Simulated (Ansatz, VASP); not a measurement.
Two plane-wave programs on AlN

```
CELL_PARAMETERS angstrom
5.77784 0.00000 0.00000
0.00000 3.20241 0.00000
0.00000 0.00000 5.23039
ATOMIC_POSITIONS crystal
Al 0.83607 0.75000 0.40515
Al 0.66393 0.25000 0.90515
Al 0.33607 0.75000 0.09485
Al 0.16393 0.25000 0.59485
N 0.82261 0.25000 0.59910
N 0.67739 0.75000 0.09910
N 0.32261 0.25000 0.90090
N 0.17739 0.75000 0.40090
```

Alike in both runs: functional PBE; k mesh 4 × 6 × 4; occupations gaussian, width 0.1 eV; no spin polarisation.

Ansatz relaxed the structure, and its values are those at the end. VASP's run is a single point on that final structure, the one shown.

|  | VASP | Ansatz |
| --- | --- | --- |
| version | VASP 6.6.1 | Ansatz 0.2.0 |
| potentials or method | VASP PAW PBE potentials, release 64 (Al, N), cutoff 520 eV | scalar-relativistic, plane waves, PAW |
| valence electrons in the cell | 32 | 32 |

|  | VASP | Ansatz | Ansatz less VASP |
| --- | --- | --- | --- |
| gap on the k mesh at the Fermi level (eV) | 3.47 | 3.46 | -0.007 |
| least direct gap on the mesh (eV) | 3.47 | 3.46 | -0.007 |
| pressure (GPa) | -0.2 | 0.0 | +0.24 |

The functional is the same, so the differences come from potentials, cutoffs and numerics.
